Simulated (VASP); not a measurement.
# Cu (I4/mmm) in VASP: further runs

The runs below take Cu through single point, with LDA.

Program: VASP 6.6.1. These are calculated values, not measurements. Logs are shortened: lines on timing, memory, paths and dates and some standing lists are left out, and cuts for length are marked.

## Step 1: The cell of the first run

Symmetry: I4/mmm, No. 139, tetragonal system. Conventional cell: a = 2.922 Å, b = 2.922 Å, c = 2.508 Å, α = 90.00°, β = 90.00°, γ = 90.00°. Within 3.2 Å of Cu (site symmetry 4/mmm) lie 14 Cu at 2.42 to 2.92 Å.

## Step 2: Single point, LDA (10.71 Å³/atom)

Contents of INCAR:

```
SYSTEM = Cu
ALGO = Normal
EDIFF = 1E-6
ENCUT = 520
GGA = CA
ISIF = 2
ISMEAR = 0
LASPH = .True.
LCHARG = .False.
LREAL = .False.
LWAVE = .False.
NBANDS = 12
NELM = 80
PREC = Accurate
SIGMA = 0.15
```

Contents of KPOINTS:

```
k-points
0
Gamma
  24 24 24
  0 0 0
```

Contents of POSCAR:

```
Cu
1.0
   -1.4612021587      1.4612021587      1.2541498128
    1.4612021587     -1.4612021587      1.2541498128
    1.4612021587      1.4612021587     -1.2541498128
Cu
1
Direct
    0.0000000000      0.0000000000      0.0000000000
```

Potentials or basis: VASP PAW LDA potentials, release 64 (Cu).

Launch:

```bash
cat potpaw_LDA.64/Cu/POTCAR > POTCAR
mpirun -np 1 vasp_std > vasp.out
```

OUTCAR:

```text
SYSTEM = Cu
   EDIFF = 1E-6
   ENCUT = 520
   GGA = CA
   ISIF = 2
   ISMEAR = 0
   LASPH = .True.
   LREAL = .False.
   NELM = 80
   PREC = Accurate

 ion  position               nearest neighbor table
   1  0.000  0.000  0.000-

  LATTYP: Found a body centered tetragonal cell.
 ALAT       =     2.9224043174
 C/A-ratio  =     0.8583000000

  Lattice vectors:

 A1 = (  -1.4612021587,   1.4612021587,   1.2541498128)
 A2 = (   1.4612021587,  -1.4612021587,   1.2541498128)
 A3 = (   1.4612021587,   1.4612021587,  -1.2541498128)

Analysis of symmetry for initial positions (statically):
=====================================================================
 Subroutine PRICEL returns:
 Original cell was already a primitive cell.

 Routine SETGRP: Setting up the symmetry group for a
 body centered tetragonal supercell.

 Subroutine GETGRP returns: Found 16 space group operations
 (whereof 16 operations were pure point group operations)
 out of a pool of 16 trial point group operations.

The static configuration has the point symmetry D_4h.

Analysis of symmetry for dynamics (positions and initial velocities):
=====================================================================
 Subroutine PRICEL returns:
 Original cell was already a primitive cell.

 Routine SETGRP: Setting up the symmetry group for a
 body centered tetragonal supercell.

 Subroutine GETGRP returns: Found 16 space group operations
 (whereof 16 operations were pure point group operations)
 out of a pool of 16 trial point group operations.

The dynamic configuration has the point symmetry D_4h.

 Subroutine INISYM returns: Found 16 space group operations
 (whereof 16 operations are pure point group operations),
 and found     1 'primitive' translations

----------------------------------------------------------------------------------------

                                     Primitive cell

  volume of cell :      10.7110

  direct lattice vectors                    reciprocal lattice vectors
    -1.461202159  1.461202159  1.254149813     0.000000000  0.342184000  0.398676454
     1.461202159 -1.461202159  1.254149813     0.342184000  0.000000000  0.398676454
     1.461202159  1.461202159 -1.254149813     0.342184000  0.342184000  0.000000000

  length of vectors
     2.417253659  2.417253659  2.417253659     0.525388242  0.525388242  0.483921254

  position of ions in fractional coordinates (direct lattice)
     0.000000000  0.000000000  0.000000000

  ion indices of the primitive-cell ions
   primitive index   ion index
                 1           1

----------------------------------------------------------------------------------------

 KPOINTS: k-points

Automatic generation of k-mesh.
 Grid dimensions read from file:
 generate k-points for:   24   24   24

 Generating k-lattice:

  Cartesian coordinates                     Fractional coordinates (reciprocal lattice)
     0.000000000  0.014257667  0.016611519     0.041666667  0.000000000  0.000000000
     0.014257667  0.000000000  0.016611519     0.000000000  0.041666667  0.000000000
     0.014257667  0.014257667  0.000000000     0.000000000  0.000000000  0.041666667

  Length of vectors
     0.021891177  0.021891177  0.020163386

  Shift w.r.t. Gamma in fractional coordinates (k-lattice)
     0.000000000  0.000000000  0.000000000

 Subroutine IBZKPT returns following result:
 ===========================================

 Found   1063 irreducible k-points:

 Following reciprocal coordinates:
            Coordinates               Weight
  0.000000  0.000000  0.000000      1.000000
  0.041667  0.000000  0.000000      8.000000
  0.083333 -0.000000  0.000000      8.000000
  0.125000 -0.000000  0.000000      8.000000
  0.166667 -0.000000  0.000000      8.000000
  0.208333 -0.000000  0.000000      8.000000
[... 16 lines left out ...]
  0.416667  0.041667  0.000000     16.000000
  0.458333  0.041667  0.000000     16.000000
 [... further k-points ...]
   k-points           NKPTS =   1063   k-points in BZ     NKDIM =   1063   number of bands    NBANDS=     12
   number of dos      NEDOS =    301   number of ions     NIONS =      1
   total plane-waves  NPLWV =   5832
   dimension x,y,z NGX =    18 NGY =   18 NGZ =   18
   dimension x,y,z NGXF=    36 NGYF=   36 NGZF=   36
   ions per type =               1
   NGX,Y,Z   is equivalent  to a cutoff of  12.38, 12.38, 12.38 a.u.
   NGXF,Y,Z  is equivalent  to a cutoff of  24.76, 24.76, 24.76 a.u.
 SYSTEM =  Cu
   PREC   = accura    normal or accurate (medium, high low for compatibility)
   ISTART =      0    job   : 0-new  1-cont  2-samecut
   ICHARG =      2    charge: 1-file 2-atom 10-const
   ISPIN  =      1    spin polarized calculation?
   LNONCOLLINEAR =      F non collinear calculations
   LSORBIT =      F    spin-orbit coupling
   LASPH  =      T    aspherical Exc in radial PAW
   ENCUT  =  520.0 eV  38.22 Ry    6.18 a.u.   4.49  4.49  4.49*2*pi/ulx,y,z
   NELM   =     80;   NELMIN=  2; NELMDL= -5     # of ELM steps
   EDIFF  = 0.1E-05   stopping-criterion for ELM
   LREAL  =      F    real-space projection
   EDIFFG = 0.1E-04   stopping-criterion for IOM
   NSW    =      0    number of steps for IOM
   IBRION =     -1    ionic relax: 0-MD 1-quasi-New 2-CG
   NFREE  =      0    steps in history (QN), initial steepest desc. (CG)
   ISIF   =      2    stress and relaxation
   ISYM   =      2    0-nonsym 1-usesym 2-fastsym
   POTIM  = 0.5000    time-step for ionic-motion
   TEBEG  =    0.0;   TEEND  =   0.0 temperature during run
   PSTRESS=    0.0 pullay stress
   NELECT =      11.0000    total number of electrons
   NUPDOWN=      -1.0000    fix difference up-down
   EMIN   =  10.00;   EMAX   =-10.00  energy-range for DOS
   EFERMI =   0.00;   METHOD = LEGACY
   ISMEAR =     0;   SIGMA  =   0.15  broadening in eV -4-tet -1-fermi 0-gaus
   EFERMI_NEDOS =   21; number of points for ismear=-14 and -15
   IALGO  =     38    algorithm
   IMIX   =      4    mixing-type and parameters
     AMIX     =   0.40;   BMIX     =  1.00
     AMIX_MAG =   1.60;   BMIX_MAG =  1.00
  volume/ion in A,a.u.               =      10.71        72.28
  Fermi-wavevector in a.u.,A,eV,Ry     =   1.651692  3.121245 37.117868  2.728086
  Thomas-Fermi vector in A             =   2.740428
   LORBIT       =      0    0 simple, 1 ext, 2 COOP (PROOUT), +10 PAW based schemes
   GGA     = CA    functional components
   LHFCALC =     F    Hartree Fock is set to
   AEXX    =    0.0000 exact exchange contribution
   IVDW    =     0    specifies the selected vdW correction
   LEPSILON=     F    determine dielectric tensor
   LRPA    =     F    only Hartree local field effects (RPA)
 non-spin polarized calculation
 Gauss-broadening in eV      SIGMA  =   0.15
  energy-cutoff  :      520.00
  volume of cell :       10.71
 maximum number of plane-waves:       309
 NGX is ok and might be reduce to    18
   NGX =  9   NGY =  9   NGZ =  9

 number of electron      10.9999996 magnetization

 Free energy of the ion-electron system (eV)
  ---------------------------------------------------
  ext. energy  EPLUGINS =         0.00000000
  ---------------------------------------------------
  free energy    TOTEN  =        -4.65739548 eV

  energy without entropy =       -4.65357462  energy(sigma->0) =       -4.65548505

 E-fermi :   8.6556     XC(G=0): -13.6804

 val. band max:        8.6530540410   @ k =  -0.3750   0.5000   0.0417
 cond. band min:       8.6569809313   @ k =   0.5000   0.5000   0.1250
 fundamental gap:      0.0039268903
 Fermi energy:         8.6555985192

 k-point     1 :       0.0000    0.0000    0.0000
  band No.  band energies     occupation
      1      -1.4816      2.00000
      2       4.7214      2.00000
      3       5.4746      2.00000
      4       5.4746      2.00000
      5       5.7983      2.00000
      6       6.6184      2.00000
      7      32.5099      0.00000
      8      32.5099      0.00000
      9      36.7547      0.00000
     10      37.5546      0.00000
     11      37.6807      0.00000
     12      39.3564      0.00000

 k-point     2 :       0.0417    0.0000    0.0000
  band No.  band energies     occupation
      1      -1.4049      2.00000
      2       4.7339      2.00000
      3       5.4674      2.00000
      4       5.4731      2.00000
      5       5.8080      2.00000
      6       6.6047      2.00000
      7      32.2863      0.00000
      8      32.2915      0.00000
      9      36.7415      0.00000
     10      36.8752      0.00000
     11      37.6431      0.00000
     12      38.6495      0.00000

 k-point     3 :       0.0833   -0.0000    0.0000
  band No.  band energies     occupation
      1      -1.1761      2.00000
      2       4.7617      2.00000
      3       5.4401      2.00000
      4       5.4786      2.00000
      5       5.8424      2.00000
      6       6.5666      2.00000
      7      31.6759      0.00000
      8      31.7643      0.00000
      9      34.5964      0.00000
     10      36.4862      0.00000
     11      37.6528      0.00000
     12      38.0782      0.00000
[... 286 lines left out ...]
 k-point    23 :       0.4167    0.0417    0.0000
  band No.  band energies     occupation
      1       3.0125      2.00000
      2       4.1242      2.00000
      3       6.1885      2.00000
      4       6.7151      2.00000
      5       6.9386      2.00000
      6       7.8962      2.00000
      7      15.3327      0.00000
      8      25.5712      0.00000
      9      26.0340      0.00000
     10      30.6521      0.00000
     11      33.8745      0.00000
     12      41.5273      0.00000

 k-point    24 :       0.4583    0.0417    0.0000
  band No.  band energies     occupation
      1       3.0431      2.00000
      2       4.0939      2.00000
      3       6.2077      2.00000
      4       6.7812      2.00000
      5       7.0250      2.00000
      6       8.4942      1.87182
      7      14.3732      0.00000
      8      25.2574      0.00000
      9      25.8835      0.00000
     10      30.6213      0.00000
     11      33.9129      0.00000
     12      42.0356      0.00000

 [... further k-points ...]

------------------------ aborting loop because EDIFF is reached ----------------------------------------

  FORCE on cell =-STRESS in cart. coord.  units (eV):
  Direction    XX          YY          ZZ          XY          YZ          ZX
  --------------------------------------------------------------------------------------
  -------------------------------------------------------------------------------------
  Total        0.2644434      0.2644434      0.6137026      0.0000000     -0.0000000      0.0000000
  in kB       39.5560789     39.5560789     91.7991272      0.0000000     -0.0000000      0.0000000
  external PRESSURE =      56.9704284 kB  Pullay stress =       0.0000000 kB

 VOLUME and BASIS-vectors are now :
 -----------------------------------------------------------------------------
  energy-cutoff  :      520.00
  volume of cell :       10.71
      direct lattice vectors                 reciprocal lattice vectors
    -1.461202159  1.461202159  1.254149813     0.000000000  0.342184000  0.398676454
     1.461202159 -1.461202159  1.254149813     0.342184000  0.000000000  0.398676454
     1.461202159  1.461202159 -1.254149813     0.342184000  0.342184000  0.000000000

 POSITION                                       TOTAL-FORCE (eV/Angst)
 -----------------------------------------------------------------------------------
      0.00000      0.00000      0.00000         0.000000      0.000000     -0.000000
 -----------------------------------------------------------------------------------
    total drift:                                0.000000     -0.000000      0.000000

  FREE ENERGIE OF THE ION-ELECTRON SYSTEM (eV)
  ---------------------------------------------------
  free  energy   TOTEN  =        -4.6573954847 eV

  energy  without entropy=       -4.6535746194  energy(sigma->0) =       -4.65548505
```

It took 2.5 min on 1 thread of Intel Xeon 8259CL, shared host; peak memory 0.24 GiB.

Results:

* Free energy: -4.6574 eV
* Pressure: 5.7 GPa
* Band gap on the k mesh: zero (an odd number of electrons rules out a gap without spin polarisation)

Caveat: the cell stands under pressure.

## Step 3: Single point, LDA (10.93 Å³/atom)

This run uses another cell than the first one, of 10.93 Å³/atom.

Contents of INCAR:

```
SYSTEM = Cu
PREC     = Accurate       ! precision mode
ENCUT    = 520            ! plane-wave cutoff, eV
EDIFF    = 1E-7           ! SCF threshold, eV
ISMEAR   = 0              ! smearing method
SIGMA    = 0.15           ! smearing width, eV
LREAL    = .FALSE.        ! projectors in reciprocal space
LASPH    = .TRUE.         ! aspherical terms in the spheres
NELM     = 60             ! most SCF steps
ALGO     = Fast           ! electronic algorithm
ISIF     = 2              ! what is computed and relaxed
LWAVE    = .FALSE.        ! write WAVECAR
LCHARG   = .FALSE.        ! write CHGCAR
GGA      = CA             ! functional
NBANDS   = 12             ! bands
```

Contents of KPOINTS:

```
Automatic mesh
0
G
  24 24 24
  0 0 0
```

Contents of POSCAR:

```
Cu
1.0
   -1.4563488326      1.4563488326      1.2882861773
    1.4563488326     -1.4563488326      1.2882861773
    1.4563488326      1.4563488326     -1.2882861773
Cu
1
Direct
    0.0000000000      0.0000000000      0.0000000000
```

Potentials or basis: VASP PAW LDA potentials, release 64 (Cu).

Launch:

```bash
cat potpaw_LDA.64/Cu/POTCAR > POTCAR
mpirun -np 1 vasp_std > vasp.out
```

Wall time 2.1 min (1 thread of Intel Xeon 8259CL, shared host); peak memory 0.24 GiB.

The run converged. Its results:

```yaml
Free_energy: -4.6668 eV
Pressure: 1.3 GPa
Band_gap_on_the_k_mesh: zero (an odd number of electrons rules out a gap without spin polarisation)
```

Stress tensor (GPa, compression positive):
```
0.62 0.00 0.00
0.00 0.62 0.00
0.00 0.00 2.56
```

Levels at points of the mesh, in eV from the Fermi level:
```
           k point  band 3  band 4  band 5  band 6  band 7  band 8  band 9  band 10
(0.00, 0.00, 0.00)   -3.19   -3.19   -2.67   -2.05   24.19   24.19   28.12    28.40
(0.50, 0.00, 0.00)   -2.36   -1.86   -1.48   -0.40    5.30   17.17   17.27    21.47
(0.50, 0.50, 0.00)   -2.76   -2.30   -1.52   -1.40    3.85   20.53   21.18    24.63
(0.50, 0.50, 0.50)   -1.69   -1.69   -1.56    6.92    6.92   11.98   13.07    13.91
```

[end of part 1 of 2]
